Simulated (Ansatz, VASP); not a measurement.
**One calculation of C, two programs**

The input INCAR:

```
  ALGO = Normal
  EDIFF = 1E-7
  ENCUT = 520
  GGA = PE
  ISIF = 2
  ISMEAR = 0
  IVDW = 12
  LASPH = T
  LCHARG = T
  LELF = T
  LREAL = F
  LVHAR = T
  LWAVE = F
  NBANDS = 16
  NELM = 60
  PREC = Accurate
  SIGMA = 0.15
```

The input KPOINTS:

```
k-points
0
Gamma
  24 24 8
```

Contents of POSCAR:

```
C
1.0
    2.4649796655      0.0000000000      0.0000000000
   -1.2324898327      2.1347350101      0.0000000000
    0.0000000000      0.0000000000      7.0079699359
C
4
Direct
    0.0000000000      0.0000000000      0.0025000000
    0.0000000000      0.0000000000      0.5025000000
    0.3333333333      0.6666666667      0.0025000000
    0.6666666667      0.3333333333      0.5025000000
```

Input for Ansatz:

```yaml
crystal:
  lattice:
    - [2.4649796655, 0.0, 0.0]
    - [-1.2324898327, 2.1347350101, 0.0]
    - [0.0, 0.0, 7.0079699359]
  atoms:
    - { symbol: C, position: [0.0, 0.0, 0.0025] }
    - { symbol: C, position: [0.0, 0.0, 0.5025] }
    - { symbol: C, position: [0.3333333333, 0.6666666667, 0.0025] }
    - { symbol: C, position: [0.6666666667, 0.3333333333, 0.5025] }
basis:
  ecutwfc: 420
kpoints:
  mp_grid: { grid: [24, 24, 8] }
hamiltonian:
  xc: pbe
  dispersion: d3bj
scf:
  occupations: { method: gaussian, width: 0.15 }
output:
  forces: true
  stress: true
  eigenvalues: true
```

Change from the starting cell: strain +0.000 along x and y, +0.040 along z, atoms carried along.

Alike in both runs: task single point; functional PBE; dispersion D3(BJ); k mesh 24 × 24 × 8; occupations gaussian, width 0.15 eV; no spin polarisation.

```csv
,VASP,Ansatz
version,VASP 6.6.1,Ansatz 0.2.0
potentials or method,"VASP PAW PBE potentials, release 64 (C), cutoff 520 eV","scalar-relativistic, plane waves, PAW"
valence electrons in the cell,16,16
```

```tsv
	VASP	Ansatz	Ansatz less VASP
gap on the k mesh at the Fermi level (eV)	none	none	-
pressure (GPa)	0.1	-0.3	-0.42
traceless stress, the component that is largest in VASP (GPa)	-1.23	-0.72	+0.517
```

A gap of «none» marks a metal or a gap that the smearing closes.
